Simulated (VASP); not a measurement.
**Sc: single point with PBE**

Crystal: Sc.

```
Sc
1.0
     3.29721    0.00000    0.00000
    -1.64861    2.85547    0.00000
     0.00000    0.00000    5.27053
Sc
2
Cartesian
  0.0000 1.9036 1.3176
  1.6486 0.9518 3.9529
```

This cell differs from its parent crystal: Y replaced by Sc, lengths x 0.937, strained.

| Quantity | Value |
| --- | --- |
| Program | VASP 6.6.1 |
| Task | single point |
| Functional | PBE |
| Potentials or basis | VASP PAW PBE potentials, release 64 (Sc_sv) |
| Cutoff | 520 eV |
| k mesh | 15 × 15 × 8 |
| Occupations | gaussian, width 0.1 eV |
| Spin | no spin polarisation |
| Dipole correction | no |
| Further INCAR settings | ALGO = Fast; EDIFF = 1e-07; NBANDS = 18 |

* Pressure: -0.3 GPa
* Band gap on the k mesh: zero (band 11 reaches 4.52 eV, above the bottom of band 12 at 3.19 eV)

Stress tensor (GPa, compression positive):
```
 0.38  0.00  0.00
 0.00  0.38  0.00
 0.00  0.00 -1.59
```

Levels at points of the mesh, in eV from the Fermi level:
```tsv
k point	band 8	band 9	band 10	band 11	band 12	band 13	band 14	band 15
(0.00, 0.00, 0.00)	-27.85	-5.12	-1.68	0.41	1.60	1.60	1.70	2.01
(0.00, 0.00, 0.50)	-27.89	-3.64	-3.64	0.88	0.88	1.55	1.55	1.55
```

It took 2.4 min on 1 thread of Intel(R) Xeon(R) Platinum 8488C (Sapphire Rapids) (shared host), peak memory 0.24 GiB.

Caveat: the cell differs from its parent crystal (Y replaced by Sc, lengths x 0.937, strained).
